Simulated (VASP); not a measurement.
# Zn (Fm-3m) in VASP: further runs

Zn is run at these levels: PBEsol, PBEsol+D3(BJ); tasks: single point.

Program: VASP 6.6.1. These are calculated values, not measurements. Logs are shortened: lines on timing, memory, paths and dates and some standing lists are left out, and cuts for length are marked.

### Step 1. The cell of the first run

The structure is cubic, space group Fm-3m (No. 225). Conventional cell: a = 3.844 Å, b = 3.844 Å, c = 3.844 Å, α = 90.00°, β = 90.00°, γ = 90.00°. Zn (site symmetry m-3m) has 12 Zn at 2.72 Å within 3.6 Å.

This isn't the form of Zn at room conditions, which is hcp.

### Step 2. Single point, PBEsol

INCAR reads:

```
PREC = Accurate ; ENCUT = 520
EDIFF = 1E-7 ; ISMEAR = -1
SIGMA = 0.05 ; LREAL = False
LASPH = True ; NELM = 60
ALGO = Normal ; ISIF = 2
LWAVE = False ; LCHARG = True
GGA = PS ; LELF = True
LVHAR = True ; NBANDS = 12
```

KPOINTS reads:

```
regular mesh
0
Gamma
  14 14 14
```

POSCAR reads:

```
Zn
1.0
    0.0000000000      1.9220768513      1.9220768513
    1.9220768513      0.0000000000      1.9220768513
    1.9220768513      1.9220768513      0.0000000000
Zn
1
Direct
    0.0000000000      0.0000000000      0.0000000000
```

Potentials or basis: VASP PAW PBE potentials, release 64 (Zn).

Started as:

```sh
cat potpaw_PBE.64/Zn/POTCAR > POTCAR
mpirun -np 1 vasp_std > vasp.out
```

OUTCAR:

```text
PREC = Accurate
   ENCUT = 520
   EDIFF = 1E-7
   ISMEAR = -1
   LREAL = False
   LASPH = True
   NELM = 60
   ISIF = 2
   GGA = PS

 ion  position               nearest neighbor table
   1  0.000  0.000  0.000-

  LATTYP: Found a face centered cubic cell.
 ALAT       =     3.8441537026

  Lattice vectors:

 A1 = (   0.0000000000,   1.9220768513,   1.9220768513)
 A2 = (   1.9220768513,   0.0000000000,   1.9220768513)
 A3 = (   1.9220768513,   1.9220768513,   0.0000000000)

Analysis of symmetry for initial positions (statically):
=====================================================================
 Subroutine PRICEL returns:
 Original cell was already a primitive cell.

 Routine SETGRP: Setting up the symmetry group for a
 face centered cubic supercell.

 Subroutine GETGRP returns: Found 48 space group operations
 (whereof 48 operations were pure point group operations)
 out of a pool of 48 trial point group operations.

The static configuration has the point symmetry O_h .

Analysis of symmetry for dynamics (positions and initial velocities):
=====================================================================
 Subroutine PRICEL returns:
 Original cell was already a primitive cell.

 Routine SETGRP: Setting up the symmetry group for a
 face centered cubic supercell.

 Subroutine GETGRP returns: Found 48 space group operations
 (whereof 48 operations were pure point group operations)
 out of a pool of 48 trial point group operations.

The dynamic configuration has the point symmetry O_h .

 Subroutine INISYM returns: Found 48 space group operations
 (whereof 48 operations are pure point group operations),
 and found     1 'primitive' translations

----------------------------------------------------------------------------------------

                                     Primitive cell

  volume of cell :      14.2018

  direct lattice vectors                    reciprocal lattice vectors
     0.000000000  1.922076851  1.922076851    -0.260135280  0.260135280  0.260135280
     1.922076851  0.000000000  1.922076851     0.260135280 -0.260135280  0.260135280
     1.922076851  1.922076851  0.000000000     0.260135280  0.260135280 -0.260135280

  length of vectors
     2.718227151  2.718227151  2.718227151     0.450567522  0.450567522  0.450567522

  position of ions in fractional coordinates (direct lattice)
     0.000000000  0.000000000  0.000000000

  ion indices of the primitive-cell ions
   primitive index   ion index
                 1           1

----------------------------------------------------------------------------------------

 KPOINTS: regular mesh

Automatic generation of k-mesh.
 Grid dimensions read from file:
 generate k-points for:   14   14   14

 Generating k-lattice:

  Cartesian coordinates                     Fractional coordinates (reciprocal lattice)
    -0.018581091  0.018581091  0.018581091     0.071428571  0.000000000  0.000000000
     0.018581091 -0.018581091  0.018581091     0.000000000  0.071428571  0.000000000
     0.018581091  0.018581091 -0.018581091     0.000000000  0.000000000  0.071428571

  Length of vectors
     0.032183394  0.032183394  0.032183394

  Shift w.r.t. Gamma in fractional coordinates (k-lattice)
     0.000000000  0.000000000  0.000000000

 Subroutine IBZKPT returns following result:
 ===========================================

 Found    104 irreducible k-points:

 Following reciprocal coordinates:
            Coordinates               Weight
  0.000000  0.000000  0.000000      1.000000
  0.071429  0.000000  0.000000      8.000000
  0.142857  0.000000  0.000000      8.000000
  0.214286  0.000000  0.000000      8.000000
  0.285714  0.000000  0.000000      8.000000
  0.357143  0.000000  0.000000      8.000000
[... 16 lines left out ...]
  0.214286  0.142857  0.000000     24.000000
  0.285714  0.142857  0.000000     24.000000
 [... further k-points ...]
   k-points           NKPTS =    104   k-points in BZ     NKDIM =    104   number of bands    NBANDS=     12
   number of dos      NEDOS =    301   number of ions     NIONS =      1
   total plane-waves  NPLWV =   8000
   dimension x,y,z NGX =    20 NGY =   20 NGZ =   20
   dimension x,y,z NGXF=    40 NGYF=   40 NGZF=   40
   ions per type =               1
   NGX,Y,Z   is equivalent  to a cutoff of  12.23, 12.23, 12.23 a.u.
   NGXF,Y,Z  is equivalent  to a cutoff of  24.46, 24.46, 24.46 a.u.
 SYSTEM =  unknown system
   PREC   = accura    normal or accurate (medium, high low for compatibility)
   ISTART =      0    job   : 0-new  1-cont  2-samecut
   ICHARG =      2    charge: 1-file 2-atom 10-const
   ISPIN  =      1    spin polarized calculation?
   LNONCOLLINEAR =      F non collinear calculations
   LSORBIT =      F    spin-orbit coupling
   LASPH  =      T    aspherical Exc in radial PAW
   ENCUT  =  520.0 eV  38.22 Ry    6.18 a.u.   5.05  5.05  5.05*2*pi/ulx,y,z
   NELM   =     60;   NELMIN=  2; NELMDL= -5     # of ELM steps
   EDIFF  = 0.1E-06   stopping-criterion for ELM
   LREAL  =      F    real-space projection
   EDIFFG = 0.1E-05   stopping-criterion for IOM
   NSW    =      0    number of steps for IOM
   IBRION =     -1    ionic relax: 0-MD 1-quasi-New 2-CG
   NFREE  =      0    steps in history (QN), initial steepest desc. (CG)
   ISIF   =      2    stress and relaxation
   ISYM   =      2    0-nonsym 1-usesym 2-fastsym
   POTIM  = 0.5000    time-step for ionic-motion
   TEBEG  =    0.0;   TEEND  =   0.0 temperature during run
   PSTRESS=    0.0 pullay stress
   NELECT =      12.0000    total number of electrons
   NUPDOWN=      -1.0000    fix difference up-down
   EMIN   =  10.00;   EMAX   =-10.00  energy-range for DOS
   EFERMI =   0.00;   METHOD = LEGACY
   ISMEAR =    -1;   SIGMA  =   0.05  broadening in eV -4-tet -1-fermi 0-gaus
   EFERMI_NEDOS =   21; number of points for ismear=-14 and -15
   IALGO  =     38    algorithm
   IMIX   =      4    mixing-type and parameters
     AMIX     =   0.40;   BMIX     =  1.00
     AMIX_MAG =   1.60;   BMIX_MAG =  1.00
  volume/ion in A,a.u.               =      14.20        95.84
  Fermi-wavevector in a.u.,A,eV,Ry     =   1.547704  2.924736 32.591217  2.395387
  Thomas-Fermi vector in A             =   2.652759
   LORBIT       =      0    0 simple, 1 ext, 2 COOP (PROOUT), +10 PAW based schemes
[... 43 lines left out ...]

 k-point     2 :       0.0714    0.0000    0.0000
  band No.  band energies     occupation
      1      -7.3561      2.00000
      2      -4.3856      2.00000
      3      -4.3511      2.00000
      4      -4.3511      2.00000
      5      -3.9423      2.00000
      6      -3.9423      2.00000
      7      19.8529      0.00000
      8      22.0465      0.00000
      9      22.0465      0.00000
     10      22.6939      0.00000
     11      26.0653      0.00000
     12      26.0653      0.00000

 k-point     3 :       0.1429    0.0000    0.0000
  band No.  band energies     occupation
      1      -6.8852      2.00000
      2      -4.4134      2.00000
      3      -4.3061      2.00000
      4      -4.3061      2.00000
      5      -3.9473      2.00000
      6      -3.9473      2.00000
      7      16.2039      0.00000
      8      21.1932      0.00000
      9      21.1932      0.00000
     10      22.5364      0.00000
     11      27.7345      0.00000
     12      27.7345      0.00000

 k-point     4 :       0.2143    0.0000    0.0000
  band No.  band energies     occupation
      1      -6.1705      2.00000
      2      -4.3767      2.00000
      3      -4.2776      2.00000
      4      -4.2776      2.00000
      5      -3.9160      2.00000
      6      -3.9160      2.00000
      7      12.7033      0.00000
      8      20.4638      0.00000
      9      20.4638      0.00000
     10      22.2783      0.00000
     11      27.0110      0.00000
     12      27.0110      0.00000

 k-point     5 :       0.2857    0.0000    0.0000
  band No.  band energies     occupation
      1      -5.4977      2.00000
      2      -4.2936      2.00000
      3      -4.2936      2.00000
      4      -3.9773      2.00000
      5      -3.8302      2.00000
      6      -3.8302      2.00000
      7       9.4393      0.00000
      8      19.9356      0.00000
      9      19.9356      0.00000
     10      21.9493      0.00000
     11      25.3737      0.00000
     12      25.3737      0.00000

 k-point     6 :       0.3571    0.0000    0.0000
  band No.  band energies     occupation
      1      -5.2586      2.00000
      2      -4.3319      2.00000
      3      -4.3319      2.00000
      4      -3.7261      2.00000
      5      -3.7261      2.00000
      6      -2.8194      2.00000
      7       6.4505      0.00000
      8      19.6081      0.00000
      9      19.6081      0.00000
     10      21.6202      0.00000
     11      24.1232      0.00000
     12      24.1232      0.00000

 k-point     7 :       0.4286    0.0000    0.0000
  band No.  band energies     occupation
      1      -5.2298      2.00000
      2      -4.3645      2.00000
      3      -4.3645      2.00000
      4      -3.6461      2.00000
      5      -3.6461      2.00000
      6      -1.1641      2.00000
      7       3.8011      0.00041
      8      19.4478      0.00000
      9      19.4478      0.00000
     10      21.3782      0.00000
     11      23.3247      0.00000
     12      23.3247      0.00000

 k-point     8 :       0.5000    0.0000    0.0000
  band No.  band energies     occupation
      1      -5.2316      2.00000
      2      -4.3769      2.00000
      3      -4.3769      2.00000
      4      -3.6164      2.00000
      5      -3.6164      2.00000
      6       0.1908      2.00000
      7       2.1247      2.00000
      8      19.4038      0.00000
      9      19.4038      0.00000
     10      21.2897      0.00000
     11      23.0470      0.00000
     12      23.0470      0.00000
[... 166 lines left out ...]
 k-point    20 :      -0.1429    0.0714    0.0000
  band No.  band energies     occupation
      1      -6.5322      2.00000
      2      -4.4532      2.00000
      3      -4.2706      2.00000
      4      -4.2653      2.00000
      5      -4.0010      2.00000
      6      -3.8761      2.00000
      7      15.1323      0.00000
      8      17.8987      0.00000
      9      22.7992      0.00000
     10      23.4449      0.00000
     11      26.2572      0.00000
     12      26.4275      0.00000

 k-point    21 :      -0.0714    0.0714    0.0000
  band No.  band energies     occupation
      1      -7.0912      2.00000
      2      -4.4169      2.00000
      3      -4.3235      2.00000
      4      -4.3100      2.00000
      5      -3.9750      2.00000
      6      -3.9214      2.00000
      7      18.5953      0.00000
      8      18.9090      0.00000
      9      23.0229      0.00000
     10      23.2065      0.00000
     11      25.5708      0.00000
     12      26.8732      0.00000

 k-point    22 :       0.1429    0.1429    0.0000
  band No.  band energies     occupation
      1      -6.6762      2.00000
      2      -4.5038      2.00000
      3      -4.2366      2.00000
      4      -4.2366      2.00000
      5      -4.0394      2.00000
      6      -3.8796      2.00000
      7      18.3918      0.00000
      8      18.3918      0.00000
      9      19.7235      0.00000
     10      20.6337      0.00000
     11      23.6018      0.00000
     12      30.1245      0.00000

 k-point    23 :       0.2143    0.1429    0.0000
  band No.  band energies     occupation
      1      -6.1428      2.00000
      2      -4.5618      2.00000
      3      -4.2034      2.00000
      4      -4.1767      2.00000
      5      -4.0023      2.00000
      6      -3.8447      2.00000
      7      15.4342      0.00000
      8      17.4046      0.00000
      9      19.4815      0.00000
     10      21.2742      0.00000
     11      21.6164      0.00000
     12      30.0829      0.00000

 k-point    24 :       0.2857    0.1429    0.0000
  band No.  band energies     occupation
      1      -5.4751      2.00000
      2      -4.5670      2.00000
      3      -4.2624      2.00000
      4      -4.1541      2.00000
      5      -3.7771      2.00000
      6      -3.7099      2.00000
      7      12.0720      0.00000
      8      16.7297      0.00000
      9      19.0155      0.00000
     10      19.4345      0.00000
     11      23.6464      0.00000
     12      29.6075      0.00000

 [... further k-points ...]
[... 5 lines left out ...]
  --------------------------------------------------------------------------------------
  -------------------------------------------------------------------------------------
  Total        0.0382183      0.0382183      0.0382183     -0.0000000      0.0000000     -0.0000000
  in kB        4.3116155      4.3116155      4.3116155     -0.0000000      0.0000000     -0.0000000
  external PRESSURE =       4.3116155 kB  Pullay stress =       0.0000000 kB

 VOLUME and BASIS-vectors are now :
 -----------------------------------------------------------------------------
  energy-cutoff  :      520.00
  volume of cell :       14.20
      direct lattice vectors                 reciprocal lattice vectors
     0.000000000  1.922076851  1.922076851    -0.260135280  0.260135280  0.260135280
     1.922076851  0.000000000  1.922076851     0.260135280 -0.260135280  0.260135280
     1.922076851  1.922076851  0.000000000     0.260135280  0.260135280 -0.260135280

 POSITION                                       TOTAL-FORCE (eV/Angst)
 -----------------------------------------------------------------------------------
      0.00000      0.00000      0.00000         0.000000      0.000000      0.000000
 -----------------------------------------------------------------------------------
    total drift:                                0.000000      0.000000      0.000000

  FREE ENERGIE OF THE ION-ELECTRON SYSTEM (eV)
  ---------------------------------------------------
  free  energy   TOTEN  =        -1.5671330002 eV

  energy  without entropy=       -1.5656844480  energy(sigma->0) =       -1.56640872
```

It took 22 s on 1 thread of Intel Xeon 8259CL, shared host; peak memory 0.13 GiB.

What came out:

```
Free energy            : -1.5671 eV
Pressure               : 0.4 GPa
Band gap on the k mesh : zero (bands 6 and 7 overlap by 2.75 eV)
```

Caveat: the PAW data sets were made with another functional, which shifts forces and pressure a little.

### Step 3. Single point, PBEsol+D3(BJ), collinear spin

This run uses another cell than the first one, of 13.68 Å³/atom.

INCAR reads:

```
SYSTEM = Zn
PREC = Accurate
ENCUT = 520
EDIFF = 1E-7
ISMEAR = -1
SIGMA = 0.05
LREAL = .False.
LASPH = .True.
NELM = 150
ALGO = Normal
ISIF = 2
LWAVE = .False.
LCHARG = .True.
ISPIN = 2
MAGMOM = 0.2
LORBIT = 11
GGA = PS
IVDW = 12
LELF = .True.
LVHAR = .True.
NBANDS = 16
```

KPOINTS reads:

```
Automatic mesh
0
Gamma
  14 14 14
  0 0 0
```

POSCAR reads:

```
Zn
1.0
    0.0000000000      1.8981649600      1.8981649600
    1.8981649600      0.0000000000      1.8981649600
    1.8981649600      1.8981649600      0.0000000000
Zn
1
Direct
    0.0000000000      0.0000000000      0.0000000000
```

Potentials or basis: VASP PAW PBE potentials, release 64 (Zn).

Started as:

```sh
cat potpaw_PBE.64/Zn/POTCAR > POTCAR
mpirun -np 1 vasp_std > vasp.out
```

It took 48 s on 1 thread of Intel Xeon 8259CL, shared host; peak memory 0.16 GiB.

The run converged. Its results:

```
Free energy                                           : -1.9597 eV
Pressure                                              : -0.6 GPa
Band gap on the k mesh                                : zero (filled and empty bands overlap)
Net moment                                            : 0.00 μB per cell
Valence electrons inside the program's atomic spheres : Zn 10.85
Dispersion energy per atom                            : -0.400 eV
```

Levels at points of the mesh, in eV from the Fermi level:
Spin up:
| k point | band 3 | band 4 | band 5 | band 6 | band 7 | band 8 | band 9 | band 10 |
| --- | --- | --- | --- | --- | --- | --- | --- | --- |
| (0.00, 0.00, 0.00) | -7.87 | -7.87 | -7.40 | -7.40 | 19.72 | 19.74 | 19.74 | 19.74 |
| (0.50, 0.00, 0.00) | -7.87 | -7.06 | -7.06 | -3.36 | -1.19 | 16.49 | 16.49 | 18.17 |
| (0.50, 0.50, 0.00) | -7.07 | -6.97 | -6.97 | -1.27 | 2.14 | 8.95 | 8.95 | 12.80 |
Spin down:
| k point | band 4 | band 5 | band 6 | band 7 | band 8 | band 9 |
| --- | --- | --- | --- | --- | --- | --- |
| (0.00, 0.00, 0.00) | -7.87 | -7.40 | -7.40 | 19.72 | 19.74 | 19.74 |
| (0.50, 0.00, 0.00) | -7.06 | -7.06 | -3.36 | -1.19 | 16.49 | 16.49 |
| (0.50, 0.50, 0.00) | -6.97 | -6.97 | -1.27 | 2.14 | 8.95 | 8.95 |

Caveat: three body term missing; the PAW data sets were made with another functional, which shifts forces and pressure a little.

### Step 4. Single point, PBEsol+D3(BJ), collinear spin

This run uses another cell than the first one, of 15.17 Å³/atom.

INCAR reads:

```
ALGO = Normal
EDIFF = 1E-6
ENCUT = 520
GGA = PS
ISIF = 2
ISMEAR = -1
ISPIN = 2
IVDW = 12
LASPH = True
LCHARG = False
LORBIT = 11
LREAL = False
LWAVE = False
MAGMOM = 0.2
NBANDS = 16
NELM = 150
PREC = Accurate
SIGMA = 0.05
```

KPOINTS reads:

```
k-points
0
Gamma
  14 14 14
```

POSCAR reads:

```
Zn
1.0
    0.0000000000      1.9647760000      1.9647760000
    1.9647760000      0.0000000000      1.9647760000
    1.9647760000      1.9647760000      0.0000000000
Zn
1
Direct
    0.0000000000      0.0000000000      0.0000000000
```

Started as:

```sh
cat potpaw_PBE.64/Zn/POTCAR > POTCAR
mpirun -np 1 vasp_std > vasp.out
```

Run time: 54 s. Hardware: 1 thread of Intel Xeon 8259CL, shared host; peak memory 0.18 GiB.

It converged, with:

```yaml
Free_energy: -1.9134 eV
Pressure: -8.2 GPa
Band_gap_on_the_k_mesh: zero (filled and empty bands overlap)
Net_moment: 0.00 μB per cell
Valence_electrons_inside_the_program's_atomic_spheres: Zn 10.75
Dispersion_energy_per_atom: -0.360 eV
```

Levels at points of the mesh, in eV from the Fermi level:
Spin up:
```tsv
k point	band 3	band 4	band 5	band 6	band 7	band 8	band 9	band 10
(0.00, 0.00, 0.00)	-7.55	-7.55	-7.17	-7.17	18.27	18.27	18.27	18.95
(0.50, 0.00, 0.00)	-7.55	-6.88	-6.88	-2.88	-1.35	15.25	15.25	17.47
(0.50, 0.50, 0.00)	-6.90	-6.81	-6.81	-0.98	1.75	8.44	8.44	12.12
```
Spin down:
```csv
k point,band 4,band 5,band 6,band 7,band 8,band 9
"(0.00, 0.00, 0.00)",-7.55,-7.17,-7.17,18.27,18.27,18.27
"(0.50, 0.00, 0.00)",-6.88,-6.88,-2.88,-1.35,15.25,15.25
"(0.50, 0.50, 0.00)",-6.81,-6.81,-0.98,1.75,8.44,8.44
```

Caveat: three body term missing; the cell stands under tension; the PAW data sets were made with another functional, which shifts forces and pressure a little.

### Step 5. Summary

| level | spin | cell | gap on the mesh (eV) | pressure (GPa) | moment (μB) |
| --- | --- | --- | --- | --- | --- |
| PBEsol | off | a = 2.718 Å, angles 60.0°, 1 atom | none | 0.4 | - |
| PBEsol+D3(BJ) | collinear | a = 2.684 Å, angles 60.0°, 1 atom | none | -0.6 | 0.00 |
| PBEsol+D3(BJ) | collinear | a = 2.779 Å, angles 60.0°, 1 atom | none | -8.2 | 0.00 |

Alike in all rows: task single point; potentials or basis VASP PAW PBE potentials, release 64 (Zn); k mesh 14 × 14 × 14; cutoff (eV) 520; smearing fermi-dirac 0.05 eV.

Caveats: the PAW data sets were made with another functional, which shifts forces and pressure a little; three body term missing (at least some runs); the cell stands under tension (at least some runs).

Total energies depend on the potentials used, so only differences within one code and one set of settings carry meaning.
